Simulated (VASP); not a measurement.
# GaB in VASP: a series of runs

Runs on GaB. Level: PBE. Tasks: single point.

Everything below comes from runs of VASP 6.6.1. Logs are shortened: lines on timing, memory, paths and dates and some standing lists are left out, and cuts for length are marked.

### Step 1. The cell of the first run

The typed cell holds 2 atoms: a = 3.258 Å, b = 3.236 Å, c = 3.235 Å, α = 60.46°, β = 59.79°, γ = 59.76°.

### Step 2. Single point, PBE

Input file INCAR:

```
SYSTEM = GaB
  PREC = Accurate
  ENCUT = 500
  EDIFF = 1E-6
  ISMEAR = 0
  SIGMA = 0.1
  LREAL = .FALSE.
  LASPH = .TRUE.
  NELM = 120
  ALGO = Normal
  ISIF = 2
  LWAVE = .FALSE.
  LCHARG = .FALSE.
  GGA = PE
  NBANDS = 15
  GGA_COMPAT = .FALSE.
```

Input file KPOINTS:

```
regular mesh
0
G
  6 6 6
  0 0 0
```

Input file POSCAR:

```
GaB
1.0
    0.0000000000      2.3032305283      2.3045031626
    2.2723042079      0.0000000000      2.3045031626
    2.2723042079      2.3032305283      0.0000000000
Ga B
1 1
Direct
    0.0000000000      0.0000000000      0.0000000000
    0.5000000000      0.5000000000      0.5000000000
```

Potentials or basis: VASP PAW PBE potentials, release 64 (Ga_d, B).

Launch:

```console
cat potpaw_PBE.64/Ga_d/POTCAR potpaw_PBE.64/B/POTCAR > POTCAR
mpirun -np 1 vasp_std > vasp.out
```

OUTCAR:

```text
SYSTEM = GaB
   PREC = Accurate
   ENCUT = 500
   EDIFF = 1E-6
   ISMEAR = 0
   LREAL = .FALSE.
   LASPH = .TRUE.
   NELM = 120
   ISIF = 2
   GGA = PE

 ion  position               nearest neighbor table
   1  0.000  0.000  0.000-   2 2.27   2 2.27   2 2.30   2 2.30   2 2.30   2 2.30
   2  0.500  0.500  0.500-   1 2.27   1 2.27   1 2.30   1 2.30   1 2.30   1 2.30

  LATTYP: Found a face centered orthorhombic cell.
 ALAT       =     4.5446084158
 B/A-ratio  =     1.0136101145
 C/A-ratio  =     1.0141701778

  Lattice vectors:

 A1 = (   0.0000000000,   2.3032305283,   2.3045031626)
 A2 = (   2.2723042079,   0.0000000000,   2.3045031626)
 A3 = (   2.2723042079,   2.3032305283,   0.0000000000)

Analysis of symmetry for initial positions (statically):
=====================================================================
 Subroutine PRICEL returns:
 Original cell was already a primitive cell.

 Routine SETGRP: Setting up the symmetry group for a
 face centered orthorhombic supercell.

 Subroutine GETGRP returns: Found  8 space group operations
 (whereof  8 operations were pure point group operations)
 out of a pool of  8 trial point group operations.

The static configuration has the point symmetry D_2h.

Analysis of symmetry for dynamics (positions and initial velocities):
=====================================================================
 Subroutine PRICEL returns:
 Original cell was already a primitive cell.

 Routine SETGRP: Setting up the symmetry group for a
 face centered orthorhombic supercell.

 Subroutine GETGRP returns: Found  8 space group operations
 (whereof  8 operations were pure point group operations)
 out of a pool of  8 trial point group operations.

The dynamic configuration has the point symmetry D_2h.

 Subroutine INISYM returns: Found  8 space group operations
 (whereof  8 operations are pure point group operations),
 and found     1 'primitive' translations

----------------------------------------------------------------------------------------

                                     Primitive cell

  volume of cell :      24.1219

  direct lattice vectors                    reciprocal lattice vectors
     0.000000000  2.303230528  2.304503163    -0.220040960  0.217086390  0.216966506
     2.272304208  0.000000000  2.304503163     0.220040960 -0.217086390  0.216966506
     2.272304208  2.303230528  0.000000000     0.220040960  0.217086390 -0.216966506

  length of vectors
     3.258159863  3.236371616  3.235465543     0.377649295  0.377649295  0.377649295

  position of ions in fractional coordinates (direct lattice)
     0.000000000  0.000000000  0.000000000
     0.500000000  0.500000000  0.500000000

  ion indices of the primitive-cell ions
   primitive index   ion index
                 1           1
                 2           2

----------------------------------------------------------------------------------------

 KPOINTS: regular mesh

Automatic generation of k-mesh.
 Grid dimensions read from file:
 generate k-points for:    6    6    6

 Generating k-lattice:

  Cartesian coordinates                     Fractional coordinates (reciprocal lattice)
    -0.036673493  0.036181065  0.036161084     0.166666667  0.000000000  0.000000000
     0.036673493 -0.036181065  0.036161084    -0.000000000  0.166666667 -0.000000000
     0.036673493  0.036181065 -0.036161084     0.000000000  0.000000000  0.166666667

  Length of vectors
     0.062941549  0.062941549  0.062941549

  Shift w.r.t. Gamma in fractional coordinates (k-lattice)
     0.000000000  0.000000000  0.000000000

 Subroutine IBZKPT returns following result:
 ===========================================

 Found     46 irreducible k-points:

 Following reciprocal coordinates:
            Coordinates               Weight
  0.000000  0.000000  0.000000      1.000000
  0.166667 -0.000000  0.000000      8.000000
  0.333333 -0.000000 -0.000000      8.000000
  0.500000  0.000000  0.000000      4.000000
  0.166667  0.166667  0.000000      2.000000
  0.333333  0.166667 -0.000000      8.000000
[... 16 lines left out ...]
 -0.166667  0.166667  0.166667      8.000000
  0.500000  0.333333  0.166667      4.000000
 [... further k-points ...]
   k-points           NKPTS =     46   k-points in BZ     NKDIM =     46   number of bands    NBANDS=     15
   number of dos      NEDOS =    301   number of ions     NIONS =      2
   total plane-waves  NPLWV =  13824
   dimension x,y,z NGX =    24 NGY =   24 NGZ =   24
   dimension x,y,z NGXF=    48 NGYF=   48 NGZF=   48
   ions per type =               1   1
   NGX,Y,Z   is equivalent  to a cutoff of  12.25, 12.33, 12.33 a.u.
   NGXF,Y,Z  is equivalent  to a cutoff of  24.49, 24.66, 24.66 a.u.
 SYSTEM =  GaB
   PREC   = accura    normal or accurate (medium, high low for compatibility)
   ISTART =      0    job   : 0-new  1-cont  2-samecut
   ICHARG =      2    charge: 1-file 2-atom 10-const
   ISPIN  =      1    spin polarized calculation?
   LNONCOLLINEAR =      F non collinear calculations
   LSORBIT =      F    spin-orbit coupling
   LASPH  =      T    aspherical Exc in radial PAW
   ENCUT  =  500.0 eV  36.75 Ry    6.06 a.u.   5.94  5.90  5.90*2*pi/ulx,y,z
   NELM   =    120;   NELMIN=  2; NELMDL= -5     # of ELM steps
   EDIFF  = 0.1E-05   stopping-criterion for ELM
   LREAL  =      F    real-space projection
   EDIFFG = 0.1E-04   stopping-criterion for IOM
   NSW    =      0    number of steps for IOM
   IBRION =     -1    ionic relax: 0-MD 1-quasi-New 2-CG
   NFREE  =      0    steps in history (QN), initial steepest desc. (CG)
   ISIF   =      2    stress and relaxation
   ISYM   =      2    0-nonsym 1-usesym 2-fastsym
   POTIM  = 0.5000    time-step for ionic-motion
   TEBEG  =    0.0;   TEEND  =   0.0 temperature during run
   PSTRESS=    0.0 pullay stress
   NELECT =      16.0000    total number of electrons
   NUPDOWN=      -1.0000    fix difference up-down
   EMIN   =  10.00;   EMAX   =-10.00  energy-range for DOS
   EFERMI =   0.00;   METHOD = LEGACY
   ISMEAR =     0;   SIGMA  =   0.10  broadening in eV -4-tet -1-fermi 0-gaus
   EFERMI_NEDOS =   21; number of points for ismear=-14 and -15
   IALGO  =     38    algorithm
   IMIX   =      4    mixing-type and parameters
     AMIX     =   0.40;   BMIX     =  1.00
     AMIX_MAG =   1.60;   BMIX_MAG =  1.00
  volume/ion in A,a.u.               =      12.06        81.39
  Fermi-wavevector in a.u.,A,eV,Ry     =   1.427725  2.698008 27.734081  2.038397
  Thomas-Fermi vector in A             =   2.547863
   LORBIT       =      0    0 simple, 1 ext, 2 COOP (PROOUT), +10 PAW based schemes
   GGA     = PE    functional components
   LHFCALC =     F    Hartree Fock is set to
   AEXX    =    0.0000 exact exchange contribution
   IVDW    =     0    specifies the selected vdW correction
   LEPSILON=     F    determine dielectric tensor
   LRPA    =     F    only Hartree local field effects (RPA)
 non-spin polarized calculation
 Gauss-broadening in eV      SIGMA  =   0.10
  energy-cutoff  :      500.00
  volume of cell :       24.12
 maximum number of plane-waves:       624
   NGX = 11   NGY = 11   NGZ = 11

 number of electron      15.9999987 magnetization

 Free energy of the ion-electron system (eV)
  ---------------------------------------------------
  ext. energy  EPLUGINS =         0.00000000
  ---------------------------------------------------
  free energy    TOTEN  =        -7.79172487 eV

  energy without entropy =       -7.78779688  energy(sigma->0) =       -7.78976087

 E-fermi :   6.0617     XC(G=0): -11.7566

 val. band max:        5.9127945803   @ k =  -0.1667   0.1667   0.0000
 cond. band min:       6.0793519751   @ k =  -0.1667   0.1667   0.3333
 fundamental gap:      0.1665573948
 Fermi energy:         6.0616552007

 k-point     1 :       0.0000    0.0000    0.0000
  band No.  band energies     occupation
      1      -8.3703      2.00000
      2      -8.3700      2.00000
      3      -8.3614      2.00000
      4      -8.3589      2.00000
      5      -8.3573      2.00000
      6      -6.5975      2.00000
      7       8.2968      0.00000
      8       8.4691      0.00000
      9       8.4758      0.00000
     10      14.5996      0.00000
     11      17.7467      0.00000
     12      17.7512      0.00000
     13      17.8638      0.00000
     14      18.5927      0.00000
     15      18.6168      0.00000

 k-point     2 :       0.1667   -0.0000    0.0000
  band No.  band energies     occupation
      1      -8.3851      2.00000
      2      -8.3841      2.00000
      3      -8.3763      2.00000
      4      -8.3375      2.00000
      5      -8.3349      2.00000
      6      -6.0375      2.00000
      7       6.1109      0.48607
      8       8.3599      0.00000
      9       8.4229      0.00000
     10      14.9200      0.00000
     11      15.9455      0.00000
     12      16.0051      0.00000
     13      16.3970      0.00000
     14      18.8248      0.00000
     15      19.1986      0.00000

 k-point     3 :       0.3333   -0.0000   -0.0000
  band No.  band energies     occupation
      1      -8.4330      2.00000
      2      -8.4321      2.00000
      3      -8.4087      2.00000
      4      -8.2787      2.00000
      5      -8.2771      2.00000
      6      -4.3495      2.00000
      7       2.0920      2.00000
      8       8.4724      0.00000
      9       8.5077      0.00000
     10      13.4726      0.00000
     11      13.6385      0.00000
     12      14.0101      0.00000
     13      15.7942      0.00000
     14      20.1985      0.00000
     15      22.2238      0.00000
[... 343 lines left out ...]
 k-point    23 :      -0.1667    0.1667    0.1667
  band No.  band energies     occupation
      1      -8.4793      2.00000
      2      -8.3977      2.00000
      3      -8.3717      2.00000
      4      -8.3076      2.00000
      5      -8.2709      2.00000
      6      -4.4968      2.00000
      7       3.7899      2.00000
      8       6.7313      0.00000
      9       7.6956      0.00000
     10      10.6206      0.00000
     11      14.7120      0.00000
     12      16.6505      0.00000
     13      17.3108      0.00000
     14      18.5966      0.00000
     15      23.2783      0.00000

 k-point    24 :       0.5000    0.3333    0.1667
  band No.  band energies     occupation
      1      -8.5237      2.00000
      2      -8.3947      2.00000
      3      -8.3783      2.00000
      4      -8.2859      2.00000
      5      -8.2549      2.00000
      6      -2.8607      2.00000
      7       3.1773      2.00000
      8       3.9849      2.00000
      9       5.8301      1.99894
     10      11.0268      0.00000
     11      15.1449      0.00000
     12      15.3391      0.00000
     13      18.6448      0.00000
     14      20.6225      0.00000
     15      25.0163      0.00000

 [... further k-points ...]

------------------------ aborting loop because EDIFF is reached ----------------------------------------

  FORCE on cell =-STRESS in cart. coord.  units (eV):
  Direction    XX          YY          ZZ          XY          YZ          ZX
  --------------------------------------------------------------------------------------
  -------------------------------------------------------------------------------------
  Total        0.0059285      0.0024489     -0.0276276      0.0000000      0.0000000      0.0000000
  in kB        0.3937709      0.1626556     -1.8350266      0.0000000      0.0000000      0.0000000
  external PRESSURE =      -0.4262000 kB  Pullay stress =       0.0000000 kB

 VOLUME and BASIS-vectors are now :
 -----------------------------------------------------------------------------
  energy-cutoff  :      500.00
  volume of cell :       24.12
      direct lattice vectors                 reciprocal lattice vectors
     0.000000000  2.303230528  2.304503163    -0.220040960  0.217086390  0.216966506
     2.272304208  0.000000000  2.304503163     0.220040960 -0.217086390  0.216966506
     2.272304208  2.303230528  0.000000000     0.220040960  0.217086390 -0.216966506

 POSITION                                       TOTAL-FORCE (eV/Angst)
 -----------------------------------------------------------------------------------
      0.00000      0.00000      0.00000         0.000000      0.000000     -0.000000
      2.27230      2.30323      2.30450         0.000000      0.000000      0.000000
 -----------------------------------------------------------------------------------
    total drift:                                0.000000     -0.000000     -0.000000

  FREE ENERGIE OF THE ION-ELECTRON SYSTEM (eV)
  ---------------------------------------------------
  free  energy   TOTEN  =        -7.7917248694 eV

  energy  without entropy=       -7.7877968792  energy(sigma->0) =       -7.78976087
```

Run time: 9.9 s. Hardware: 1 thread of AMD EPYC 7R13 (Zen 3), shared host; peak memory 0.11 GiB.

Results:

```yaml
Free_energy: -7.7917 eV
Pressure: 0.0 GPa
Band_gap_on_the_k_mesh: zero (band 8 reaches 8.60 eV, above the bottom of band 9 at 3.24 eV)
```

Stress tensor (GPa, compression positive):
```
 0.04  0.00  0.00
 0.00  0.02  0.00
 0.00  0.00 -0.18
```

Caveat: the k points lie up to 0.40 Å⁻¹ apart.

### Step 3. Single point, PBE

This run uses another cell than the first one, of 12.10 Å³/atom, 1.003 times its volume.

Input file INCAR:

```
SYSTEM = GaB
PREC = Accurate
ENCUT = 500
EDIFF = 1E-6
ISMEAR = 0
SIGMA = 0.1
LREAL = .False.
LASPH = .True.
NELM = 120
ALGO = Normal
ISIF = 2
LWAVE = .False.
LCHARG = .False.
GGA = PE
NBANDS = 15
GGA_COMPAT = .False.
```

Input file KPOINTS:

```
regular mesh
0
Gamma
  24 24 24
  0 0 0
```

Input file POSCAR:

```
GaB
1.0
   -1.6232828655      1.6232828655      2.2955572045
    1.6232828655     -1.6232828655      2.2955572045
    1.6232828655      1.6232828655     -2.2955572045
Ga B
1 1
Direct
    0.0000000000      0.0000000000      0.0000000000
    0.5000000000      0.5000000000      0.0000000000
```

Potentials or basis: VASP PAW PBE potentials, release 64 (Ga_d, B).

Launch:

```console
cat potpaw_PBE.64/Ga_d/POTCAR potpaw_PBE.64/B/POTCAR > POTCAR
mpirun -np 1 vasp_std > vasp.out
```

It took 3.4 min on 1 thread of AMD EPYC 7R13 (Zen 3), shared host; peak memory 0.42 GiB.

The run converged. Its results:

- Free energy: -7.8084 eV
- Pressure: 0.2 GPa
- Band gap on the k mesh: zero (band 8 reaches 8.62 eV, above the bottom of band 9 at 2.15 eV)

Levels at points of the mesh, in eV from the Fermi level:
| k point | band 4 | band 5 | band 6 | band 7 | band 8 | band 9 | band 10 | band 11 | band 12 | band 13 |
| --- | --- | --- | --- | --- | --- | --- | --- | --- | --- | --- |
| (0.00, 0.00, 0.00) | -14.41 | -14.41 | -12.63 | 2.35 | 2.35 | 2.35 | 8.49 | 11.71 | 11.71 | 11.71 |
| (0.50, 0.00, 0.00) | -14.30 | -14.30 | -7.81 | -7.43 | 2.59 | 2.59 | 6.46 | 6.46 | 7.49 | 9.41 |
| (0.50, 0.50, 0.00) | -14.26 | -14.26 | -6.06 | -5.56 | -1.15 | -1.15 | 0.84 | 6.02 | 14.63 | 14.63 |
| (0.50, 0.50, 0.50) | -14.26 | -14.26 | -6.06 | -5.56 | -1.15 | -1.15 | 0.84 | 6.02 | 14.63 | 14.63 |
